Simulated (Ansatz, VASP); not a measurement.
## Al2O3 in VASP and in Ansatz

The input POSCAR:

```
Al2O3
1.0
    2.3761934381      1.3718959212      4.3236117435
   -2.3761934381      1.3718959212      4.3236117435
    0.0000000000     -2.7437918423      4.3236117435
Al O
4 6
Direct
    0.8519516882      0.8519516882      0.8519516882
    0.3519516882      0.3519516882      0.3519516882
    0.1480483118      0.1480483118      0.1480483118
    0.6480483118      0.6480483118      0.6480483118
    0.4435899872      0.0564100128      0.7500000000
    0.0564100128      0.7500000000      0.4435899872
    0.5564100128      0.9435899872      0.2500000000
    0.2500000000      0.5564100128      0.9435899872
    0.9435899872      0.2500000000      0.5564100128
    0.7500000000      0.4435899872      0.0564100128
```

The input INCAR.step1:

```
SYSTEM = Al2O3
PREC = Accurate ; ENCUT = 520
ISMEAR = -1 ; SIGMA = 0.03
LREAL = .False. ; LASPH = .True.
NELM = 100 ; NBANDS = 35
GGA = PE ; ALGO = Normal
EDIFF = 1E-4 ; LWAVE = .True.
LCHARG = .False.
```

File INCAR.step2:

```
SYSTEM = Al2O3
PREC = Accurate ; ENCUT = 520
EDIFF = 1E-7 ; ISMEAR = -1
SIGMA = 0.03 ; LREAL = .False.
LASPH = .True. ; NELM = 100
ALGO = Normal ; ISIF = 2
LWAVE = .False. ; LCHARG = .False.
METAGGA = R2SCAN ; LMIXTAU = .True.
LUSE_VDW = .True. ; IVDW_NL = 2
BPARAM = 11.95 ; CPARAM = 0.0093
NBANDS = 35 ; ISTART = 1
```

File KPOINTS:

```
regular mesh
0
Gamma
  8 8 8
  0 0 0
```

Input for Ansatz:

```yaml
crystal:
  lattice:
    - [2.3761934381, 1.3718959212, 4.3236117435]
    - [-2.3761934381, 1.3718959212, 4.3236117435]
    - [0.0, -2.7437918423, 4.3236117435]
  atoms:
    - { symbol: Al, position: [0.8519516882, 0.8519516882, 0.8519516882] }
    - { symbol: Al, position: [0.3519516882, 0.3519516882, 0.3519516882] }
    - { symbol: Al, position: [0.1480483118, 0.1480483118, 0.1480483118] }
    - { symbol: Al, position: [0.6480483118, 0.6480483118, 0.6480483118] }
    - { symbol: O, position: [0.4435899872, 0.0564100128, 0.75] }
    - { symbol: O, position: [0.0564100128, 0.75, 0.4435899872] }
    - { symbol: O, position: [0.5564100128, 0.9435899872, 0.25] }
    - { symbol: O, position: [0.25, 0.5564100128, 0.9435899872] }
    - { symbol: O, position: [0.9435899872, 0.25, 0.5564100128] }
    - { symbol: O, position: [0.75, 0.4435899872, 0.0564100128] }
kpoints:
  mp_grid: { grid: [8, 8, 8] }
  band_path:
    path:
      - [0.0, 0.0, 0.0]
      - [0.5, 0.5, 0.5]
      - [0.7662124451, 0.2337875549, 0.5]
      - [0.5, -0.2337875549, 0.2337875549]
      - [0.5, 0.0, 0.0]
      - [0.3668937775, -0.3668937775, 0.0]
      - [0.6331062225, 0.0, 0.3668937775]
      - [0.5, 0.0, 0.5]
    npoints: 1
hamiltonian:
  xc: r2scan
  dispersion: rvv10
scf:
  occupations: { method: fermi_dirac, width: 0.03 }
  n_extra_bands: 6
output:
  forces: true
  stress: true
  eigenvalues: true
  write_density: true
  write_potential: true
  elf: true
  volumetric_format: npy
```

Alike in both runs: task single point; functional r2SCAN; dispersion rVV10; k mesh 8 × 8 × 8; occupations fermi-dirac, width 0.03 eV; no spin polarisation.

```csv
,VASP,Ansatz
version,VASP 6.6.1,Ansatz 0.2.0
potentials or method,"VASP PAW PBE potentials, release 64 (Al, O)","plane waves, PAW"
plane-wave cutoff (eV),520,500
valence electrons in the cell,48,48
```

VASP gave:

```
gap on the k mesh at the Fermi level (eV) : 7.16
pressure (GPa)                            : -0.4
rms of the force components (eV/Å)        : 0.008
```

Problem. What did Ansatz give for the same quantities?

Solution. gap on the k mesh at the Fermi level (eV): 7.15; pressure (GPa): 0.0; rms of the force components (eV/Å): 0.000.

VASP's potentials were made for PBE, not for r2SCAN. Atom by atom the forces differ by 0.009 eV/Å (rms over components).
